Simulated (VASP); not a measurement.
ScSi2:

```
Sc Si
1.0
     4.03346    0.00000    0.00000
    -2.01673    3.49308    0.00000
     0.00000    0.00000    3.63092
Sc Si
1 2
Direct
  0.00000 0.00000 0.00000
  0.33333 0.66667 0.50000
  0.66667 0.33333 0.50000
```

Base run:

```yaml
Program: VASP 6.6.1
Functional: PBE
Potentials_or_basis: VASP PAW PBE potentials, release 64 (Sc_sv, Si)
Cutoff: 520 eV
k_mesh: 10 × 10 × 10
Occupations: gaussian, width 0.05 eV
Spin: no spin polarisation
```

Its results: band gap on the k mesh zero (an odd number of electrons rules out a gap without spin polarisation); pressure 0.0 GPa.

Q: The run is repeated on the same cell with these changes: further incar settings from ALGO = Normal; EDIFF = 1e-06; NBANDS = 16 to ALGO = Normal; EDIFF = 1e-07; NBANDS = 16; hubbard terms from none to Sc d U = 3.0 eV. What comes out?

A: Band gap on the k mesh zero (an odd number of electrons rules out a gap without spin polarisation); pressure 3.4 GPa.

Caveats: the cell stands under pressure (at least some runs); U without spin polarisation on a metal has little footing (at least some runs); the U is typed as a test and isn't derived for this compound (at least some runs).
